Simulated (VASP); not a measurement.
# Si (P6_3/mmc) in VASP: single point with r2SCAN

Aim: the single point of Si with r2SCAN.

All numbers are computed with VASP 6.6.1; they aren't measurements. Logs are shortened: lines on timing, memory, paths and dates and some standing lists are left out, and cuts for length are marked.

## 1. The cell of the first run

The structure is hexagonal, space group P6_3/mmc (No. 194). Conventional cell: a = 3.840 Å, b = 3.840 Å, c = 12.624 Å, α = 90.00°, β = 90.00°, γ = 120.00°. Within 3.1 Å of Si (site symmetry 3m) lie 4 Si at 2.35 Å. Si (site symmetry 3m) has 4 Si at 2.35 to 2.38 Å within 3.1 Å.

This isn't the form of Si at room conditions, which is diamond.

## 2. Single point, r2SCAN

Input file POSCAR:

```
Si
1.0
    3.8401748450      0.0000000000      0.0000000000
   -1.9200874225      3.3256889707      0.0000000000
    0.0000000000      0.0000000000     12.6236709012
Si
8
Direct
    0.0000000000      0.0000000000      0.0005516776
    0.3333333333      0.6666666667      0.2496687367
    0.0000000000      0.0000000000      0.5005516776
    0.6666666667      0.3333333333      0.7496687367
    0.0000000000      0.0000000000      0.1869483224
    0.3333333333      0.6666666667      0.4378312633
    0.0000000000      0.0000000000      0.6869483224
    0.6666666667      0.3333333333      0.9378312633
```

Input file INCAR.step1:

```
ALGO = Normal
EDIFF = 1E-4
ENCUT = 520
GGA = PE
ISMEAR = 0
LASPH = True
LCHARG = False
LREAL = False
LWAVE = True
NBANDS = 26
NELM = 80
PREC = Accurate
SIGMA = 0.01
```

Input file INCAR.step2:

```
ALGO = Normal
EDIFF = 1E-7
ENCUT = 520
ISIF = 2
ISMEAR = 0
ISTART = 1
LASPH = True
LCHARG = False
LMIXTAU = True
LREAL = False
LWAVE = False
METAGGA = R2SCAN
NBANDS = 26
NELM = 80
PREC = Accurate
SIGMA = 0.01
```

Input file KPOINTS:

```
k-points
0
Gamma
  12 12 2
```

Potentials or basis: VASP PAW PBE potentials, release 64 (Si).

Run with:

```bash
$ cat potpaw_PBE.64/Si/POTCAR > POTCAR
$ cp INCAR.step1 INCAR
$ mpirun -np 1 vasp_std > vasp.out
$ cp INCAR.step2 INCAR
$ mpirun -np 1 vasp_std > vasp.out
```

OUTCAR:

```text
EDIFF = 1E-7
   ENCUT = 520
   ISIF = 2
   ISMEAR = 0
   ISTART = 1
   LASPH = True
   LREAL = False
   METAGGA = R2SCAN
   NELM = 80
   PREC = Accurate

 ion  position               nearest neighbor table
   1  0.000  0.000  0.001-   5 2.35   8 2.35   8 2.35   8 2.35
   2  0.333  0.667  0.250-   5 2.35   5 2.35   5 2.35   6 2.38
   3  0.000  0.000  0.501-   7 2.35   6 2.35   6 2.35   6 2.35
   4  0.667  0.333  0.750-   7 2.35   7 2.35   7 2.35   8 2.38
   5  0.000  0.000  0.187-   1 2.35   2 2.35   2 2.35   2 2.35
   6  0.333  0.667  0.438-   3 2.35   3 2.35   3 2.35   2 2.38
   7  0.000  0.000  0.687-   3 2.35   4 2.35   4 2.35   4 2.35
   8  0.667  0.333  0.938-   1 2.35   1 2.35   1 2.35   4 2.38

  LATTYP: Found a hexagonal cell.
 ALAT       =     3.8401748450
 C/A-ratio  =     3.2872646196

  Lattice vectors:

 A1 = (   3.8401748450,   0.0000000000,   0.0000000000)
 A2 = (  -1.9200874225,   3.3256889707,   0.0000000000)
 A3 = (   0.0000000000,   0.0000000000,  12.6236709012)

Analysis of symmetry for initial positions (statically):
=====================================================================
 Subroutine PRICEL returns:
 Original cell was already a primitive cell.

 Routine SETGRP: Setting up the symmetry group for a
 hexagonal supercell.

 Subroutine GETGRP returns: Found 24 space group operations
 (whereof  6 operations were pure point group operations)
 out of a pool of 24 trial point group operations.

The static configuration has the point symmetry C_3v.
 The point group associated with its full space group is D_6h.

Analysis of symmetry for dynamics (positions and initial velocities):
=====================================================================
 Subroutine PRICEL returns:
 Original cell was already a primitive cell.

 Routine SETGRP: Setting up the symmetry group for a
 hexagonal supercell.

 Subroutine GETGRP returns: Found 24 space group operations
 (whereof  6 operations were pure point group operations)
 out of a pool of 24 trial point group operations.

The dynamic configuration has the point symmetry C_3v.
 The point group associated with its full space group is D_6h.

 Subroutine INISYM returns: Found 24 space group operations
 (whereof  6 operations are pure point group operations),
[... 104 lines left out ...]
   LSORBIT =      F    spin-orbit coupling
   LASPH  =      T    aspherical Exc in radial PAW
   ENCUT  =  520.0 eV  38.22 Ry    6.18 a.u.   7.14  7.14 23.47*2*pi/ulx,y,z
   NELM   =     80;   NELMIN=  2; NELMDL=  0     # of ELM steps
   EDIFF  = 0.1E-06   stopping-criterion for ELM
   LREAL  =      F    real-space projection
   EDIFFG = 0.1E-05   stopping-criterion for IOM
   NSW    =      0    number of steps for IOM
   IBRION =     -1    ionic relax: 0-MD 1-quasi-New 2-CG
   NFREE  =      0    steps in history (QN), initial steepest desc. (CG)
   ISIF   =      2    stress and relaxation
   ISYM   =      2    0-nonsym 1-usesym 2-fastsym
   POTIM  = 0.5000    time-step for ionic-motion
   TEBEG  =    0.0;   TEEND  =   0.0 temperature during run
   PSTRESS=    0.0 pullay stress
   NELECT =      32.0000    total number of electrons
   NUPDOWN=      -1.0000    fix difference up-down
   EMIN   =  10.00;   EMAX   =-10.00  energy-range for DOS
   EFERMI =   0.00;   METHOD = LEGACY
   ISMEAR =     0;   SIGMA  =   0.01  broadening in eV -4-tet -1-fermi 0-gaus
   EFERMI_NEDOS =   21; number of points for ismear=-14 and -15
   IALGO  =     38    algorithm
   IMIX   =      4    mixing-type and parameters
     AMIX     =   0.40;   BMIX     =  1.00
     AMIX_MAG =   1.60;   BMIX_MAG =  1.00
  volume/ion in A,a.u.               =      20.15       136.00
  Fermi-wavevector in a.u.,A,eV,Ry     =   0.954960  1.804614 12.407826  0.911949
  Thomas-Fermi vector in A             =   2.083755
   LORBIT       =      0    0 simple, 1 ext, 2 COOP (PROOUT), +10 PAW based schemes
   METAGGA = R2SCAN    functional components
   LHFCALC =     F    Hartree Fock is set to
   AEXX    =    0.0000 exact exchange contribution
   IVDW    =     0    specifies the selected vdW correction
   LEPSILON=     F    determine dielectric tensor
   LRPA    =     F    only Hartree local field effects (RPA)
 non-spin polarized calculation
 Gauss-broadening in eV      SIGMA  =   0.01
  energy-cutoff  :      520.00
  volume of cell :      161.22
 maximum number of plane-waves:      4395
 NGX is ok and might be reduce to    30
   NGX = 15   NGY = 15   NGZ = 47

 number of electron      32.0000001 magnetization

 Free energy of the ion-electron system (eV)
  ---------------------------------------------------
  ext. energy  EPLUGINS =         0.00000000
  ---------------------------------------------------
  free energy    TOTEN  =       -70.16591020 eV

  energy without entropy =      -70.16591020  energy(sigma->0) =      -70.16591020

 E-fermi :   5.8739     XC(G=0):  -9.8281

 val. band max:        5.7925348399   @ k =   0.0000   0.0000   0.0000
 cond. band min:       6.5736275015   @ k =   0.5000   0.0000   0.0000
 fundamental gap:      0.7810926616
 Fermi energy:         5.8739419043

 k-point     1 :       0.0000    0.0000    0.0000
  band No.  band energies     occupation
      1      -6.8178      2.00000
      2      -5.9947      2.00000
      3      -5.9770      2.00000
      4      -4.4038      2.00000
      5      -1.5729      2.00000
      6       1.5619      2.00000
[... 685 lines left out ...]
     25      10.1809      0.00000
     26      10.1809      0.00000

 [... further k-points ...]
[... 5 lines left out ...]
  --------------------------------------------------------------------------------------
  -------------------------------------------------------------------------------------
  Total       -0.2300689     -0.2300689     -0.2471985      0.0000000      0.0000000      0.0000000
  in kB       -2.2863890     -2.2863890     -2.4566207      0.0000000      0.0000000      0.0000000
  external PRESSURE =      -2.3431329 kB  Pullay stress =       0.0000000 kB

 VOLUME and BASIS-vectors are now :
 -----------------------------------------------------------------------------
  energy-cutoff  :      520.00
  volume of cell :      161.22
      direct lattice vectors                 reciprocal lattice vectors
     3.840174845  0.000000000  0.000000000     0.260404810  0.150344787  0.000000000
    -1.920087422  3.325688971  0.000000000     0.000000000  0.300689574  0.000000000
     0.000000000  0.000000000 12.623670901     0.000000000  0.000000000  0.079216260

 POSITION                                       TOTAL-FORCE (eV/Angst)
 -----------------------------------------------------------------------------------
      0.00000      0.00000      0.00696         0.000000      0.000000      0.000162
     -0.00000      2.21713      3.15174        -0.000000      0.000000      0.001279
      0.00000      0.00000      6.31880         0.000000      0.000000      0.000162
      1.92009      1.10856      9.46357         0.000000     -0.000000      0.001279
      0.00000      0.00000      2.35997        -0.000000     -0.000000     -0.000162
     -0.00000      2.21713      5.52704        -0.000000     -0.000000     -0.001279
      0.00000      0.00000      8.67181         0.000000      0.000000     -0.000162
      1.92009      1.10856     11.83887         0.000000      0.000000     -0.001279
 -----------------------------------------------------------------------------------
    total drift:                                0.000000      0.000000     -0.000000

  FREE ENERGIE OF THE ION-ELECTRON SYSTEM (eV)
  ---------------------------------------------------
  free  energy   TOTEN  =       -70.1659102043 eV

  energy  without entropy=      -70.1659102043  energy(sigma->0) =      -70.16591020
```

Run time: 16 min. Hardware: 1 thread of Intel Xeon Platinum 8488C (Sapphire Rapids), shared host; peak memory 0.36 GiB.

Results:

```yaml
Free_energy: -70.1659 eV
Pressure: -0.2 GPa
Band_gap_on_the_k_mesh: 0.78 eV (least direct gap 1.62 eV)
```

Levels at points of the mesh, in eV from the valence-band top:
```tsv
k point	band 12	band 13	band 14	band 15	band 16	band 17	band 18	band 19	band 20	band 21
(0.00, 0.00, 0.00)	-0.80	-0.80	-0.17	0.00	0.00	1.62	2.08	2.47	2.49	2.49
(0.50, 0.00, 0.00)	-2.43	-2.42	-2.34	-1.80	-1.39	0.78	1.00	1.37	1.67	1.78
(0.00, 0.00, 0.50)	-1.29	-0.32	-0.32	-0.32	-0.32	1.77	1.77	2.83	2.83	2.83
(0.50, 0.00, 0.50)	-2.92	-2.57	-2.57	-1.76	-1.76	0.98	0.98	2.22	2.22	2.43
```

Caveat: the PAW data sets were made with another functional, which shifts forces and pressure a little. A k mesh can miss the band edges.
